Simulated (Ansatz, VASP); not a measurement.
## Cu: VASP beside Ansatz

```
Cu
1.0
    -1.43429    1.43429    1.45810
     1.43429   -1.43429    1.45810
     1.43429    1.43429   -1.45810
Cu
1
Direct
  0.00000 0.00000 0.00000
```

Alike in both runs: task single point; functional PBE; k mesh 24 × 24 × 24; occupations gaussian, width 0.15 eV; no spin polarisation.

```csv
,VASP,Ansatz
version,VASP 6.6.1,Ansatz 0.2.0
potentials or method,"VASP PAW PBE potentials, release 64 (Cu), cutoff 520 eV","scalar-relativistic, plane waves, PAW"
valence electrons in the cell,11,19
```

```csv
,VASP,Ansatz,Ansatz less VASP
gap on the k mesh at the Fermi level (eV),none,none,-
pressure (GPa),0.9,-0.1,-0.93
"traceless stress, the component that is largest in VASP (GPa)",0.14,0.14,-0.002
```

A gap of «none» marks a metal or a gap that the smearing closes. With one functional, cell and mesh, what is left measures potentials, basis and numerics. VASP's potentials hold 11 valence electrons a cell and Ansatz's 19, so a difference there can come from the potentials and not from the codes.
